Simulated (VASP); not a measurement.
Crystal: CdS.

```
CELL_PARAMETERS angstrom
4.30378 0.00000 0.00000
-2.15189 3.72718 0.00000
0.00000 0.00000 5.80417
ATOMIC_POSITIONS crystal
Cd 0.00000 0.00000 0.44269
S 0.66667 0.33333 0.43431
```

Base run:

```yaml
Program: VASP 6.6.1
Functional: LDA
Potentials_or_basis: VASP PAW LDA potentials, release 64 (Cd_sv_GW, S)
Cutoff: 540 eV
k_mesh: 6 × 6 × 4
Occupations: gaussian, width 0.02 eV
Spin: no spin polarisation
```

Its results: band gap on the k mesh 1.14 eV, indirect (least direct gap 1.22 eV); pressure -3.7 GPa; largest force 0.031 eV/Å.

Task: The run is repeated on the same cell with these changes: potentials or basis from VASP PAW LDA potentials, release 64 (Cd_sv_GW, S) to VASP PAW LDA potentials, release 64 (Cd, S); cutoff from 540 eV to 520 eV; further incar settings from ALGO = Normal; EDIFF = 1e-06; NBANDS = 20 to ALGO = Normal; EDIFF = 1e-06; NBANDS = 16; valence electrons from 26 to 18. What comes out?

Result: Band gap on the k mesh 1.15 eV, indirect (least direct gap 1.23 eV); pressure -3.0 GPa; largest force 0.029 eV/Å.

A k mesh can miss the band edges.
